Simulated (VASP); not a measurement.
Set up this calculation in VASP 6.6.1, as the native input.

```
Task                   : single point
Functional             : r2SCAN
Potentials or basis    : VASP PAW PBE potentials, release 64 (Na_pv, Cl)
Cutoff                 : 520 eV
k mesh                 : 8 × 8 × 8
Occupations            : gaussian, width 0.01 eV
Spin                   : no spin polarisation
Dipole correction      : no
Further INCAR settings : ALGO = Normal; EDIFF = 1e-06; NBANDS = 14
```

NaCl:

```
Na Cl
1.0
     2.81800    2.81800    0.00000
    -2.81800    2.81800    0.00000
     0.00000    2.81800    2.79703
Na Cl
1 1
Cartesian
  0.0000 0.0000 0.0000
  0.0000 2.8180 0.0000
```

This cell differs from its parent crystal: film at in-plane strain +0.005.

These files were run (other wordings do the same):

POSCAR

```
NaCl
1.0
    2.8180006894      2.8180006894      0.0000000000
   -2.8180006894      2.8180006894      0.0000000000
    0.0000000000      2.8180006894      2.7970347281
Na Cl
1 1
Direct
    0.0000000000      0.0000000000      0.0000000000
    0.5000000000      0.5000000000      0.0000000000
```

INCAR.step1

```
SYSTEM = NaCl
ALGO     = Normal         ! electronic algorithm
EDIFF    = 1E-4           ! SCF threshold, eV
ENCUT    = 520            ! plane-wave cutoff, eV
GGA      = PE             ! functional
ISMEAR   = 0              ! smearing method
LASPH    = .True.         ! aspherical terms in the spheres
LCHARG   = .False.        ! write CHGCAR
LREAL    = .False.        ! projectors in reciprocal space
LWAVE    = .True.         ! write WAVECAR
NBANDS   = 14             ! bands
NELM     = 80             ! most SCF steps
PREC     = Accurate       ! precision mode
SIGMA    = 0.01           ! smearing width, eV
```

INCAR.step2

```
SYSTEM = NaCl
ALGO     = Normal         ! electronic algorithm
EDIFF    = 1E-6           ! SCF threshold, eV
ENCUT    = 520            ! plane-wave cutoff, eV
ISIF     = 2              ! what is computed and relaxed
ISMEAR   = 0              ! smearing method
ISTART   = 1            
LASPH    = .True.         ! aspherical terms in the spheres
LCHARG   = .False.        ! write CHGCAR
LMIXTAU  = .True.       
LREAL    = .False.        ! projectors in reciprocal space
LWAVE    = .False.        ! write WAVECAR
METAGGA  = R2SCAN         ! meta-GGA
NBANDS   = 14             ! bands
NELM     = 80             ! most SCF steps
PREC     = Accurate       ! precision mode
SIGMA    = 0.01           ! smearing width, eV
```

KPOINTS

```
k-points
0
Gamma
  8 8 8
  0 0 0
```

Potentials or basis: VASP PAW PBE potentials, release 64 (Na_pv, Cl).

Launch:

```bash
$ cat potpaw_PBE.64/Na_pv/POTCAR potpaw_PBE.64/Cl/POTCAR > POTCAR
$ cp INCAR.step1 INCAR
$ mpirun -np 1 vasp_std > vasp.out
$ cp INCAR.step2 INCAR
$ mpirun -np 1 vasp_std > vasp.out
```

It gave:

```
Pressure               : -0.4 GPa
Band gap on the k mesh : 5.96 eV
```

Caveat: the cell differs from its parent crystal (film at in-plane strain +0.005); the PAW data sets were made with another functional, which shifts forces and pressure a little.

Run time: 95 s on 1 thread of Intel(R) Xeon(R) Platinum 8488C (Sapphire Rapids), with other jobs on the host, peak memory 0.18 GiB.
